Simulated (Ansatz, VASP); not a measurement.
**Two plane-wave programs on PbSe**

```
CELL_PARAMETERS angstrom
0.00000 3.09082 3.09082
3.09082 0.00000 3.09082
3.09082 3.09082 0.00000
ATOMIC_POSITIONS crystal
Pb 0.00000 0.00000 0.00000
Se 0.50000 0.50000 0.50000
```

Alike in both runs: task relaxation of cell and atoms; functional PBE; dispersion D3(BJ); k mesh 10 × 10 × 10; occupations gaussian, width 0.02 eV; no spin polarisation.

|  | VASP | Ansatz |
| --- | --- | --- |
| version | VASP 6.6.1 | Ansatz 0.2.0 |
| potentials or method | VASP PAW PBE potentials, release 64 (Pb_d, Se), cutoff 500 eV | scalar-relativistic, plane waves, PAW |
| valence electrons in the cell | 20 | 30 |

VASP gave:

```
gap on the k mesh at the Fermi level, each at its own relaxed structure (eV) : 0.31
relaxed volume (Å³/atom)                                                     : 28.84
relaxed cell length with the largest relative difference (Å)                 : 4.337
```

**Question.** What did Ansatz give for the same quantities?

**Answer.** gap on the k mesh at the Fermi level, each at its own relaxed structure (eV): 0.31; relaxed volume (Å³/atom): 28.85; relaxed cell length with the largest relative difference (Å): 4.338.

VASP's potentials hold 20 valence electrons a cell and Ansatz's 30, so a difference there can come from the potentials and not from the codes.

Spin-orbit coupling is off throughout.
